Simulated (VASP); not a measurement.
# Cd: single point with PBEsol

Cd:

```
Cd
1.0
     2.89826    0.00000    0.00000
     0.00000    2.89826    0.00000
     0.00000    0.00000    2.89826
Cd
1
Direct
  0.00000 0.00000 0.00000
```

This isn't the form of Cd at room conditions, which is hcp.

| Property | Result |
| --- | --- |
| Program | VASP 6.6.1 |
| Task | single point |
| Functional | PBEsol |
| Potentials or basis | VASP PAW PBE potentials, release 64 (Cd) |
| Cutoff | 500 eV |
| k mesh | 7 × 7 × 7 |
| Occupations | fermi-dirac, width 0.05 eV |
| Spin | no spin polarisation |
| Dipole correction | no |
| Further INCAR settings | ALGO = Normal; EDIFF = 1e-06; NBANDS = 12 |

- Pressure: 0.9 GPa
- Band gap on the k mesh: zero (bands 6 and 7 overlap by 3.56 eV)

Levels at points of the mesh, in eV from the Fermi level:
| k point | band 4 | band 5 | band 6 | band 7 | band 8 | band 9 |
| --- | --- | --- | --- | --- | --- | --- |
| (0.00, 0.00, 0.00) | -7.95 | -7.95 | -7.89 | 10.48 | 10.48 | 10.48 |

Wall time 4.3 s on 1 thread of Intel(R) Xeon(R) Platinum 8259CL CPU @ 2.50GHz (Skylake/Cascade Lake) (shared host), peak memory 0.14 GiB.

Caveat: the PAW data sets were made with another functional, which shifts forces and pressure a little.
